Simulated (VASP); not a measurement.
A run of VASP 6.6.1 is set up as follows.

Contents of POSCAR:

```
TaO
1.0
    0.0000000000      2.3650000000      2.3650000000
    2.3650000000      0.0000000000      2.3650000000
    2.3650000000      2.3650000000      0.0000000000
Ta O
1 1
Direct
    0.0000000000      0.0000000000      0.0000000000
    0.2500000000      0.2500000000      0.2500000000
```

INCAR.step1

```
SYSTEM = TaO
ALGO = Normal ; EDIFF = 1E-5
EDIFFG = -0.005 ; ENCUT = 660
GGA = PE ; GGA_COMPAT = .False.
IBRION = 2 ; ISIF = 3
ISMEAR = 0 ; LASPH = .True.
LCHARG = .False. ; LREAL = .False.
LWAVE = .True. ; NELM = 120
NELMIN = 4 ; NSW = 100
PREC = Accurate ; SIGMA = 0.1
```

The input INCAR.step2:

```
SYSTEM = TaO
ALGO = Normal ; EDIFF = 1E-7
EDIFFG = -0.03 ; ENCUT = 660
GGA_COMPAT = .False. ; IBRION = 2
ISIF = 3 ; ISMEAR = 0
ISTART = 1 ; LASPH = .True.
LCHARG = .False. ; LMIXTAU = .True.
LREAL = .False. ; LWAVE = .False.
METAGGA = R2SCAN ; NELM = 120
NELMIN = 4 ; NSW = 80
PREC = Accurate ; PSTRESS = 50.0
SIGMA = 0.1
```

KPOINTS

```
k-points
0
Gamma
  6 6 6
  0 0 0
```

Potentials or basis: VASP PAW PBE potentials, release 64 (Ta_pv, O).

Run with:

```console
$ cat potpaw_PBE.64/Ta_pv/POTCAR potpaw_PBE.64/O/POTCAR > POTCAR
$ cp INCAR.step1 INCAR
$ mpirun -np 1 vasp_std > vasp.out
$ cp INCAR.step2 INCAR
$ mpirun -np 1 vasp_std > vasp.out
```

Estimate the relaxed cell.

a = 3.352 Å, b = 3.352 Å, c = 3.352 Å, α = 60.00°, β = 60.00°, γ = 60.00°.

What does it give for the band gap on the k mesh?

Zero (an odd number of electrons rules out a gap without spin polarisation).

Predict the relaxed volume.

13.31 Å³/atom.

Final structure:
```
Ta O
1.0
     0.00000    2.36995    2.36995
     2.36995    0.00000    2.36995
     2.36995    2.36995    0.00000
Ta O
1 1
Direct
  0.00000 0.00000 0.00000
  0.25000 0.25000 0.25000
```

Caveat: the k points lie up to 0.38 Å⁻¹ apart in the final cell, too coarse for converged energies and pressures of a metal; the cell is relaxed towards a set pressure, so the run minimises the enthalpy, not the energy; the PAW data sets were made with another functional, which shifts forces and pressure a little; spin-orbit coupling is left out, which moves the levels of the heavy elements; an odd number of electrons without spin polarisation forces a metal; a magnetic or distorted state may lie lower.
